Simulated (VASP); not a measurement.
# WS2 in VASP: single point with PBEsol

Aim: the single point of WS2 with PBEsol.

All numbers are computed with VASP 6.6.1; they aren't measurements. Logs are shortened: lines on timing, memory, paths and dates and some standing lists are left out, and cuts for length are marked.

### Step 1. The cell of the first run

The cell holds a slab with vacuum, 12 atoms: a = 3.146 Å, b = 16.953 Å, c = 11.692 Å, α = 68.75°, β = 90.00°, γ = 90.00°.

### Step 2. Single point, PBEsol (the part above a cut slid along it)

Contents of INCAR:

```
SYSTEM = WS2
ALGO = Normal
EDIFF = 1E-6
ENCUT = 520
GGA = PS
ISIF = 2
ISMEAR = 0
LASPH = .True.
LCHARG = .True.
LELF = .True.
LREAL = .False.
LVHAR = .True.
LWAVE = .False.
NBANDS = 64
NELM = 100
PREC = Accurate
SIGMA = 0.05
```

Contents of KPOINTS:

```
k-points
0
Gamma
  8 2 3
  0 0 0
```

Contents of POSCAR:

```
WS2
1.0
    1.5728881103     -2.7243221217      0.0000000000
    0.0000000000      0.0000000000    -16.9534210371
    9.4373286620      5.4486442434     -4.2383552593
W S
4 8
Direct
    0.5000000000     -0.2083333333      0.8333333333
    0.0000000000     -0.0208333333      0.0833333333
    0.5000000000     -0.0833333333      0.3333333333
    0.0000000000     -0.1458333333      0.5833333333
    0.0000000000     -0.1367428153      0.9166666667
    0.5000000000      0.0507571847      0.1666666667
    0.0000000000     -0.0117428153      0.4166666667
    0.5000000000     -0.0742428153      0.6666666667
    0.0000000000      0.6784094819      0.9166666667
    0.5000000000      0.8659094819      0.1666666667
    0.0000000000      0.8034094819      0.4166666667
    0.5000000000      0.7409094819      0.6666666667
```

Potentials or basis: VASP PAW PBE potentials, release 64 (W_sv, S).

Run with:

```bash
> cat potpaw_PBE.64/W_sv/POTCAR potpaw_PBE.64/S/POTCAR > POTCAR
> mpirun -np 1 vasp_std > vasp.out
```

OUTCAR:

```text
SYSTEM = WS2
   EDIFF = 1E-6
   ENCUT = 520
   GGA = PS
   ISIF = 2
   ISMEAR = 0
   LASPH = .True.
   LREAL = .False.
   NELM = 100
   PREC = Accurate

 ion  position               nearest neighbor table
   1  0.500  0.792  0.833-   8 2.40   5 2.40   5 2.40  12 2.40   9 2.40   9 2.40   4 3.15   4 3.15

   2  0.000  0.979  0.083-   6 2.40   6 2.40  10 2.40  10 2.40   3 3.15   3 3.15
   3  0.500  0.917  0.333-   6 2.40   7 2.40   7 2.40  10 2.40  11 2.40  11 2.40   4 3.15   2 3.15
                             2 3.15   4 3.15
   4  0.000  0.854  0.583-   7 2.40   8 2.40   8 2.40  11 2.40  12 2.40  12 2.40   1 3.15   3 3.15
                             1 3.15   3 3.15
   5  0.000  0.863  0.917-   1 2.40   1 2.40
   6  0.500  0.051  0.167-   3 2.40   2 2.40   2 2.40
   7  0.000  0.988  0.417-   4 2.40   3 2.40   3 2.40
   8  0.500  0.926  0.667-   1 2.40   4 2.40   4 2.40
   9  0.000  0.678  0.917-   1 2.40   1 2.40
  10  0.500  0.866  0.167-   3 2.40   2 2.40   2 2.40
  11  0.000  0.803  0.417-   4 2.40   3 2.40   3 2.40
  12  0.500  0.741  0.667-   1 2.40   4 2.40   4 2.40

  LATTYP: Found a simple monoclinic cell.
 ALAT       =    11.6924998041
 B/A-ratio  =     0.2690422299
 C/A-ratio  =     1.4321880944
 COS(beta)  =    -0.3312544162

  Lattice vectors:

 A1 = (   9.4373286620,   5.4486442434,  -4.2383552593)
 A2 = (   1.5728881103,  -2.7243221217,   0.0000000000)
 A3 = (  -9.4373286620,  -5.4486442434, -12.7150657778)

Analysis of symmetry for initial positions (statically):
=====================================================================
 Subroutine PRICEL returns:
 Original cell was already a primitive cell.

 Routine SETGRP: Setting up the symmetry group for a
 simple monoclinic supercell.

 Subroutine GETGRP returns: Found  2 space group operations
 (whereof  2 operations were pure point group operations)
 out of a pool of  4 trial point group operations.

The static configuration has the point symmetry C_1h.

Analysis of symmetry for dynamics (positions and initial velocities):
=====================================================================
 Subroutine PRICEL returns:
 Original cell was already a primitive cell.

 Routine SETGRP: Setting up the symmetry group for a
 simple monoclinic supercell.

 Subroutine GETGRP returns: Found  2 space group operations
 (whereof  2 operations were pure point group operations)
 out of a pool of  4 trial point group operations.

The dynamic configuration has the point symmetry C_1h.

 Subroutine INISYM returns: Found  2 space group operations
 (whereof  2 operations are pure point group operations),
 and found     1 'primitive' translations

----------------------------------------------------------------------------------------

                                     Primitive cell

  volume of cell :     581.1706

  direct lattice vectors                    reciprocal lattice vectors
     1.572888110 -2.724322122  0.000000000     0.158943283 -0.275297842  0.000000000
     0.000000000  0.000000000-16.953421037    -0.019867910 -0.011470743 -0.058985145
     9.437328662  5.448644243 -4.238355259     0.079471641  0.045882974  0.000000000

  length of vectors
     3.145776221 16.953421037 11.692499804     0.317886566  0.063289487  0.091765947

  position of ions in fractional coordinates (direct lattice)
     0.500000000  0.791666667  0.833333333
     0.000000000  0.979166667  0.083333333
     0.500000000  0.916666667  0.333333333
     0.000000000  0.854166667  0.583333333
     0.000000000  0.863257185  0.916666667
     0.500000000  0.050757185  0.166666667
     0.000000000  0.988257185  0.416666667
     0.500000000  0.925757185  0.666666667
     0.000000000  0.678409482  0.916666667
     0.500000000  0.865909482  0.166666667
     0.000000000  0.803409482  0.416666667
     0.500000000  0.740909482  0.666666667

  ion indices of the primitive-cell ions
   primitive index   ion index
                 1           1
                 2           2
                 3           3
                 4           4
                 5           5
                 6           6
                 7           7
                 8           8
                 9           9
                10          10
                11          11
                12          12

----------------------------------------------------------------------------------------

 KPOINTS: k-points

Automatic generation of k-mesh.
 Grid dimensions read from file:
 generate k-points for:    8    2    3

 Generating k-lattice:

  Cartesian coordinates                     Fractional coordinates (reciprocal lattice)
     0.019867910 -0.034412230  0.000000000     0.125000000  0.000000000  0.000000000
    -0.009933955 -0.005735372 -0.029492573    -0.000000000  0.500000000 -0.000000000
     0.026490547  0.015294325  0.000000000     0.000000000  0.000000000  0.333333333

  Length of vectors
     0.039735821  0.031644743  0.030588649

  Shift w.r.t. Gamma in fractional coordinates (k-lattice)
     0.000000000  0.000000000  0.000000000

 Subroutine IBZKPT returns following result:
 ===========================================

 Found     20 irreducible k-points:

 Following reciprocal coordinates:
            Coordinates               Weight
  0.000000  0.000000  0.000000      1.000000
  0.125000  0.000000  0.000000      2.000000
  0.250000  0.000000  0.000000      2.000000
  0.375000  0.000000  0.000000      2.000000
  0.500000  0.000000  0.000000      1.000000
  0.000000  0.500000 -0.000000      1.000000
[... 12 lines left out ...]
  0.375000  0.500000  0.333333      4.000000
  0.500000  0.500000  0.333333      2.000000
   k-points           NKPTS =     20   k-points in BZ     NKDIM =     20   number of bands    NBANDS=     64
   number of dos      NEDOS =    301   number of ions     NIONS =     12
   total plane-waves  NPLWV = 272160
   dimension x,y,z NGX =    24 NGY =  126 NGZ =   90
   dimension x,y,z NGXF=    48 NGYF=  252 NGZF=  180
   ions per type =               4   8
   NGX,Y,Z   is equivalent  to a cutoff of  12.68, 12.36, 12.80 a.u.
   NGXF,Y,Z  is equivalent  to a cutoff of  25.37, 24.71, 25.59 a.u.
 SYSTEM =  WS2
   PREC   = accura    normal or accurate (medium, high low for compatibility)
   ISTART =      0    job   : 0-new  1-cont  2-samecut
   ICHARG =      2    charge: 1-file 2-atom 10-const
   ISPIN  =      1    spin polarized calculation?
   LNONCOLLINEAR =      F non collinear calculations
   LSORBIT =      F    spin-orbit coupling
   LASPH  =      T    aspherical Exc in radial PAW
   ENCUT  =  520.0 eV  38.22 Ry    6.18 a.u.   5.85 31.52 21.74*2*pi/ulx,y,z
   NELM   =    100;   NELMIN=  2; NELMDL= -5     # of ELM steps
   EDIFF  = 0.1E-05   stopping-criterion for ELM
   LREAL  =      F    real-space projection
   EDIFFG = 0.1E-04   stopping-criterion for IOM
   NSW    =      0    number of steps for IOM
   IBRION =     -1    ionic relax: 0-MD 1-quasi-New 2-CG
   NFREE  =      0    steps in history (QN), initial steepest desc. (CG)
   ISIF   =      2    stress and relaxation
   ISYM   =      2    0-nonsym 1-usesym 2-fastsym
   POTIM  = 0.5000    time-step for ionic-motion
   TEBEG  =    0.0;   TEEND  =   0.0 temperature during run
   PSTRESS=    0.0 pullay stress
   NELECT =     104.0000    total number of electrons
   NUPDOWN=      -1.0000    fix difference up-down
   EMIN   =  10.00;   EMAX   =-10.00  energy-range for DOS
   EFERMI =   0.00;   METHOD = LEGACY
   ISMEAR =     0;   SIGMA  =   0.05  broadening in eV -4-tet -1-fermi 0-gaus
   EFERMI_NEDOS =   21; number of points for ismear=-14 and -15
   IALGO  =     38    algorithm
   IMIX   =      4    mixing-type and parameters
     AMIX     =   0.40;   BMIX     =  1.00
     AMIX_MAG =   1.60;   BMIX_MAG =  1.00
  volume/ion in A,a.u.               =      48.43       326.83
  Fermi-wavevector in a.u.,A,eV,Ry     =   0.922539  1.743346 11.579622  0.851078
  Thomas-Fermi vector in A             =   2.048077
   LORBIT       =      0    0 simple, 1 ext, 2 COOP (PROOUT), +10 PAW based schemes
   GGA     = PS    functional components
   LHFCALC =     F    Hartree Fock is set to
   AEXX    =    0.0000 exact exchange contribution
   IVDW    =     0    specifies the selected vdW correction
   LEPSILON=     F    determine dielectric tensor
   LRPA    =     F    only Hartree local field effects (RPA)
 non-spin polarized calculation
 Gauss-broadening in eV      SIGMA  =   0.05
  energy-cutoff  :      520.00
  volume of cell :      581.17
 maximum number of plane-waves:     15704
 NGX is ok and might be reduce to    24
   NGX = 11   NGY = 63   NGZ = 43

 number of electron     104.0000009 magnetization

 Free energy of the ion-electron system (eV)
  ---------------------------------------------------
  ext. energy  EPLUGINS =         0.00000000
  ---------------------------------------------------
  free energy    TOTEN  =       -96.33774444 eV

  energy without entropy =      -96.33039861  energy(sigma->0) =      -96.33407152

 E-fermi :  -0.8494     XC(G=0):  -4.8790

 val. band max:       -0.8662335744   @ k =  -0.0000   0.5000   0.3333
 cond. band min:      -0.8398979436   @ k =   0.5000   0.5000   0.0000
 fundamental gap:      0.0263356308
 Fermi energy:        -0.8493627584

 k-point     1 :       0.0000    0.0000    0.0000
  band No.  band energies     occupation
      1     -75.3377      2.00000
      2     -75.2258      2.00000
      3     -75.0554      2.00000
      4     -74.9510      2.00000
      5     -39.6845      2.00000
      6     -39.5704      2.00000
[... 56 lines left out ...]
     63       2.1876      0.00000
     64       2.3476      0.00000

 k-point     2 :       0.1250    0.0000    0.0000
  band No.  band energies     occupation
      1     -75.3362      2.00000
      2     -75.2244      2.00000
      3     -75.0540      2.00000
      4     -74.9496      2.00000
      5     -39.6752      2.00000
      6     -39.5649      2.00000
[... 56 lines left out ...]
     63       2.0583      0.00000
     64       2.4615      0.00000

 k-point     3 :       0.2500    0.0000    0.0000
  band No.  band energies     occupation
      1     -75.3327      2.00000
      2     -75.2209      2.00000
      3     -75.0505      2.00000
      4     -74.9462      2.00000
      5     -39.6547      2.00000
      6     -39.5519      2.00000
[... 1128 lines left out ...]
     63       2.7685      0.00000
     64       3.1547      0.00000

 k-point    20 :       0.5000    0.5000    0.3333
  band No.  band energies     occupation
      1     -75.3277      2.00000
      2     -75.2160      2.00000
      3     -75.0455      2.00000
      4     -74.9413      2.00000
      5     -39.6762      2.00000
      6     -39.6353      2.00000
[... 56 lines left out ...]
     63       2.8800      0.00000
     64       3.1831      0.00000

------------------------ aborting loop because EDIFF is reached ----------------------------------------

  FORCE on cell =-STRESS in cart. coord.  units (eV):
  Direction    XX          YY          ZZ          XY          YZ          ZX
  --------------------------------------------------------------------------------------
  -------------------------------------------------------------------------------------
  Total       -3.1400960     -5.5173232     -6.0582849      2.0587391      0.8645536      1.4974508
  in kB       -8.6566505    -15.2102161    -16.7015451      5.6755543      2.3834108      4.1281884
  external PRESSURE =     -13.5228039 kB  Pullay stress =       0.0000000 kB

 VOLUME and BASIS-vectors are now :
 -----------------------------------------------------------------------------
  energy-cutoff  :      520.00
  volume of cell :      581.17
      direct lattice vectors                 reciprocal lattice vectors
     1.572888110 -2.724322122  0.000000000     0.158943283 -0.275297842  0.000000000
     0.000000000  0.000000000-16.953421037    -0.019867910 -0.011470743 -0.058985145
     9.437328662  5.448644243 -4.238355259     0.079471641  0.045882974  0.000000000

 POSITION                                       TOTAL-FORCE (eV/Angst)
 -----------------------------------------------------------------------------------
      8.65088      3.17838    -16.95342         0.160820      0.092850      0.067554
      0.78644      0.45405    -16.95342         1.046537      0.604218      1.246163
      3.93222      0.45405    -16.95342        -0.080709     -0.046598      0.006562
      5.50511      3.17838    -16.95342        -0.161045     -0.092980     -0.133285
      8.65088      4.99459    -18.52032         0.426612      0.246305     -0.215898
      2.35933     -0.45405     -1.56690        -0.866536     -0.500295      0.126577
      3.93222      2.27027    -18.52032         0.012899      0.007447      0.000757
      7.07800      2.27027    -18.52032        -0.050258     -0.029017      0.073111
      8.65088      4.99459    -15.38652        -0.063645     -0.036745     -0.738937
      2.35933     -0.45405    -15.38652        -0.462908     -0.267260     -0.415826
      3.93222      2.27027    -15.38652        -0.014163     -0.008177      0.036567
      7.07800      2.27027    -15.38652         0.052395      0.030250     -0.053343
 -----------------------------------------------------------------------------------
    total drift:                               -0.000091     -0.000052     -0.000146

  FREE ENERGIE OF THE ION-ELECTRON SYSTEM (eV)
  ---------------------------------------------------
  free  energy   TOTEN  =       -96.3377444367 eV

  energy  without entropy=      -96.3303986085  energy(sigma->0) =      -96.33407152
```

Wall time 22 min (1 thread of Intel Xeon Platinum 8488C (Sapphire Rapids), shared host); peak memory 0.89 GiB.

What came out:

| Property | Result |
| --- | --- |
| Free energy | -96.3377 eV |
| Largest force | 1.736 eV/Å |
| Band gap on the k mesh | zero (bands 52 and 53 overlap by 0.08 eV) |

Forces on the atoms (eV/Å):
```
W    0.161  0.093  0.068
W    1.047  0.604  1.246
W   -0.081 -0.047  0.007
W   -0.161 -0.093 -0.133
S    0.427  0.246 -0.216
S   -0.867 -0.500  0.127
S    0.013  0.007  0.001
S   -0.050 -0.029  0.073
S   -0.064 -0.037 -0.739
S   -0.463 -0.267 -0.416
S   -0.014 -0.008  0.037
S    0.052  0.030 -0.053
```

Caveat: the cell differs from its parent crystal (the part above a cut slid along it); there is no dipole correction, which matters where the two faces differ; the PAW data sets were made with another functional, which shifts forces and pressure a little; spin-orbit coupling is left out, which moves the levels of the heavy elements.

The gap in the log of VASP goes by the Fermi energy; the results here count the filled bands.